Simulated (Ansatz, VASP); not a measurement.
## Two plane-wave programs on As

File INCAR:

```
SYSTEM = As
PREC = Accurate
ENCUT = 500
EDIFF = 1E-6
ISMEAR = -1
SIGMA = 0.08
LREAL = .FALSE.
LASPH = .TRUE.
NELM = 120
ALGO = Normal
ISIF = 2
LWAVE = .FALSE.
LCHARG = .FALSE.
NBANDS = 8
GGA_COMPAT = .FALSE.
```

Contents of KPOINTS:

```
regular mesh
0
G
  18 18 18
  0 0 0
```

POSCAR

```
As
1.0
   -1.2620799126      1.2620799126      1.2620799126
    1.2620799126     -1.2620799126      1.2620799126
    1.2620799126      1.2620799126     -1.2620799126
As
1
Direct
    0.0000000000      0.0000000000      0.0000000000
```

Input for Ansatz:

```yaml
crystal:
  lattice:
    - [-1.2620799126, 1.2620799126, 1.2620799126]
    - [1.2620799126, -1.2620799126, 1.2620799126]
    - [1.2620799126, 1.2620799126, -1.2620799126]
  atoms:
    - { symbol: As, position: [0.0, 0.0, 0.0] }
kpoints:
  mp_grid: { grid: [18, 18, 18] }
  band_path:
    path:
      - [0.0, 0.0, 0.0]
      - [0.5, -0.5, 0.5]
      - [0.0, 0.0, 0.5]
      - [0.0, 0.0, 0.0]
      - [0.25, 0.25, 0.25]
      - [0.5, -0.5, 0.5]
      - [0.25, 0.25, 0.25]
      - [0.0, 0.0, 0.5]
    npoints: 8
scf:
  occupations: { method: fermi_dirac, width: 0.08 }
hamiltonian:
  xc: lda
  pseudopotentials: { kind: paw }
output:
  forces: true
  stress: true
  eigenvalues: true
  populations: true
  dos: { projected: true, de: 0.2, e_range: [-14, 8] }
  write_density: true
  write_potential: true
  elf: true
  volumetric_format: npy
```

Change from the starting cell: volume scaled by 0.45, PAW files.

Alike in both runs: task single point; functional LDA; k mesh 18 × 18 × 18; occupations fermi-dirac, width 0.08 eV; no spin polarisation.

|  | VASP | Ansatz |
| --- | --- | --- |
| version | VASP 6.6.1 | Ansatz 0.2.0 |
| potentials or method | VASP PAW LDA potentials, release 64 (As) | PAW with Ansatz's default frozen-core files, scalar-relativistic |
| plane-wave cutoff (eV) | 500 | 420 |
| valence electrons in the cell | 5 | 15 |

VASP gave:

- pressure (GPa): 455.7

Which values does Ansatz return?

Pressure (GPa): 431.5.

LDA's correlation is that of Perdew and Zunger in VASP and of Perdew and Wang (1992) in Ansatz. Both programs put the cell under a high pressure, so it lies far from rest at this level. VASP's potentials hold 5 valence electrons a cell and Ansatz's 15, so a difference there can come from the potentials and not from the codes.

Noted on VASP's run: the cell as given lies far from equilibrium.
